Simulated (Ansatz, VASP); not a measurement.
**Cu: VASP beside Ansatz**

```xyz
1
Lattice="0.0000 1.8075 1.6629 1.8075 0.0000 1.6629 1.8075 1.8075 0.0000" Properties=species:S:1:pos:R:3 pbc="T T T"
Cu    0.0000    0.0000    0.0000
```

Change from the starting cell: strain +0.000 along x and y, -0.080 along z, atoms carried along.

Alike in both runs: task single point; functional PBE; k mesh 22 × 22 × 22; occupations gaussian, width 0.15 eV; no spin polarisation.

|  | VASP | Ansatz |
| --- | --- | --- |
| version | VASP 6.6.1 | Ansatz 0.2.0 |
| potentials or method | VASP PAW PBE potentials, release 64 (Cu), cutoff 520 eV | scalar-relativistic, plane waves, PAW |
| valence electrons in the cell | 11 | 19 |

Ansatz gave:

| Item | Value |
| --- | --- |
| gap on the k mesh at the Fermi level (eV) | none |
| pressure (GPa) | 17.3 |
| traceless stress, the component that is largest in VASP (GPa) | 2.82 |

Question: Which values does VASP return?

Answer: gap on the k mesh at the Fermi level (eV): none; pressure (GPa): 17.9; traceless stress, the component that is largest in VASP (GPa): 2.80.

A gap of «none» marks a metal or a gap that the smearing closes. VASP's potentials hold 11 valence electrons a cell and Ansatz's 19, so a difference there can come from the potentials and not from the codes.
